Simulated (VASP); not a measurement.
Write the native input for VASP 6.6.1 that does the following.

```yaml
Task: relaxation of cell and atoms
Functional: PBE
Potentials_or_basis: VASP PAW PBE potentials, release 64 (Sc_sv, Ta_pv)
Cutoff: 600 eV
k_mesh: 4 × 4 × 4
Occupations: gaussian, width 0.1 eV
Spin: no spin polarisation
Dipole_correction: no
Further_INCAR_settings: ALGO = Normal; EDIFF = 1e-07; IBRION = 2; EDIFFG = -0.04; NSW = 90; ISIF = 3
```

The structure of Sc4Ta lies in POSCAR:

```
Sc4Ta
1.0
    4.6240033000      0.0000000000      0.0000000000
    0.0000000000      4.6240033000      0.0000000000
    0.0000000000      0.0000000000      4.6240033000
Sc Ta
4 1
Direct
    0.2500000000      0.2500000000      0.2500000000
    0.7500000000      0.7500000000      0.2500000000
    0.2500000000      0.7500000000      0.7500000000
    0.7500000000      0.2500000000      0.7500000000
    0.0000000000      0.0000000000      0.0000000000
```

The input as run:

INCAR

```
ALGO     = Normal         # electronic algorithm
EDIFF    = 1E-7           # SCF threshold, eV
EDIFFG   = -0.04          # ionic threshold
ENCUT    = 600            # plane-wave cutoff, eV
GGA      = PE             # functional
IBRION   = 2              # ionic algorithm
ISIF     = 3              # what is computed and relaxed
ISMEAR   = 0              # smearing method
LASPH    = True           # aspherical terms in the spheres
LCHARG   = False          # write CHGCAR
LREAL    = False          # projectors in reciprocal space
LWAVE    = False          # write WAVECAR
NELM     = 100            # most SCF steps
NSW      = 90             # ionic steps
PREC     = Accurate       # precision mode
SIGMA    = 0.1            # smearing width, eV
```

KPOINTS

```
k-points
0
Gamma
  4 4 4
```

Potentials or basis: VASP PAW PBE potentials, release 64 (Sc_sv, Ta_pv).

The run is started by

```bash
$ cat potpaw_PBE.64/Sc_sv/POTCAR potpaw_PBE.64/Ta_pv/POTCAR > POTCAR
$ mpirun -np 1 vasp_std > vasp.out
```

Results of the run:

| Item | Value |
| --- | --- |
| Relaxed volume | 25.31 Å³/atom |
| Relaxed cell | a = 5.021 Å, b = 5.021 Å, c = 5.021 Å, α = 90.00°, β = 90.00°, γ = 90.00° |
| Space group after relaxing (to 0.05 Å) | P-43m (No. 215) |
| Energy gained by relaxing | 1234.6 meV/atom |
| Ionic steps | 9 |
| Pressure after relaxing | 0.1 GPa |

Caveat: the volume moved by over 15 % at a fixed basis, so the end points are rough.

Wall time 6.2 min on 1 thread of Intel(R) Xeon(R) Platinum 8375C CPU @ 2.90GHz (Ice Lake), on a shared host, peak memory 0.26 GiB.
